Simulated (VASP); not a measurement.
# MgO: single point with PBE

The system is MgO.

```
Mg O
1.0
     3.57125    0.00000    0.00000
    -1.78562    3.09279    0.00000
     0.00000    0.00000    4.41370
Mg O
2 2
Direct
  0.33333 0.66667 0.00632
  0.66667 0.33333 0.50632
  0.33333 0.66667 0.39828
  0.66667 0.33333 0.89828
```

This cell differs from its parent crystal: c/a of the conventional cell at fixed volume 1.2359.

```yaml
Program: VASP 6.6.1
Task: single point
Functional: PBE
Potentials_or_basis: VASP PAW PBE potentials, release 64 (Mg, O)
Cutoff: 520 eV
k_mesh: 9 × 9 × 6
Occupations: gaussian, width 0.05 eV
Spin: no spin polarisation
```

| Quantity | Value |
| --- | --- |
| Pressure | 7.3 GPa |
| Largest force | 4.282 eV/Å |
| Band gap on the k mesh | 3.16 eV, direct |

Forces on the atoms (eV/Å):
```
Mg   0.000  0.000 -4.282
Mg   0.000  0.000 -4.282
O    0.000  0.000  4.282
O    0.000  0.000  4.282
```

Stress tensor (GPa, compression positive):
```
-10.60   0.00   0.00
  0.00 -10.60   0.00
  0.00   0.00  43.08
```

Levels at points of the mesh, in eV from the valence-band top:
| k point | band 6 | band 7 | band 8 | band 9 | band 10 | band 11 |
| --- | --- | --- | --- | --- | --- | --- |
| (0.00, 0.00, 0.00) | -0.49 | -0.49 | 0.00 | 3.16 | 8.23 | 11.24 |
| (0.00, 0.00, 0.50) | -0.85 | -0.85 | -0.85 | 5.80 | 5.80 | 12.70 |

Wall time 77 s on 1 thread of AMD EPYC 7R13, on a shared host, peak memory 0.16 GiB.

Caveat: forces of over 1 eV/Å act on the atoms, so gaps and moduli don't describe the material at rest. A k mesh can miss the band edges.
